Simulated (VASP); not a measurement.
Set up this calculation in VASP 6.6.1, as the native input.

| Property | Result |
| --- | --- |
| Task | single point |
| Functional | PBE |
| Potentials or basis | VASP PAW PBE potentials, release 64 (Si, W_sv) |
| Cutoff | 520 eV |
| k mesh | 4 × 4 × 6 |
| Occupations | gaussian, width 0.1 eV |
| Spin | no spin polarisation |
| Dipole correction | no |
| Further INCAR settings | ALGO = Normal; EDIFF = 1e-06; NBANDS = 18 |

The structure of Si2W lies in POSCAR:

```
Si2W
1.0
    2.6952269400     -3.5769423300      0.0000000000
    2.6952269400      3.5769423300      0.0000000000
    0.0000000000      0.0000000000      2.7223819300
Si W
2 1
Direct
    0.0000000000      0.5000000000      0.0000000000
    0.5000000000      0.0000000000      0.0000000000
    0.0000000000      0.0000000000      0.0000000000
```

These files were run (other wordings do the same):

INCAR

```
SYSTEM = Si2W
PREC = Accurate ; ENCUT = 520
EDIFF = 1E-6 ; ISMEAR = 0
SIGMA = 0.1 ; LREAL = .False.
LASPH = .True. ; NELM = 100
ALGO = Normal ; ISIF = 2
LWAVE = .False. ; LCHARG = .False.
GGA = PE ; NBANDS = 18
```

KPOINTS

```
Automatic mesh
0
Gamma
  4 4 6
  0 0 0
```

Potentials or basis: VASP PAW PBE potentials, release 64 (Si, W_sv).

Command:

```bash
$ cat potpaw_PBE.64/Si/POTCAR potpaw_PBE.64/W_sv/POTCAR > POTCAR
$ mpirun -np 1 vasp_std > vasp.out
```

It gave:

```yaml
Pressure: 29.4 GPa
Band_gap_on_the_k_mesh: zero (band 11 reaches 9.37 eV, above the bottom of band 12 at 7.07 eV)
```

Caveat: the k points lie up to 0.38 Å⁻¹ apart; spin-orbit coupling is left out, which moves the levels of the heavy elements.

It used 26 s of CPU time on 1 thread of AMD EPYC 7R13 Processor (Zen 3), with other jobs on the host.
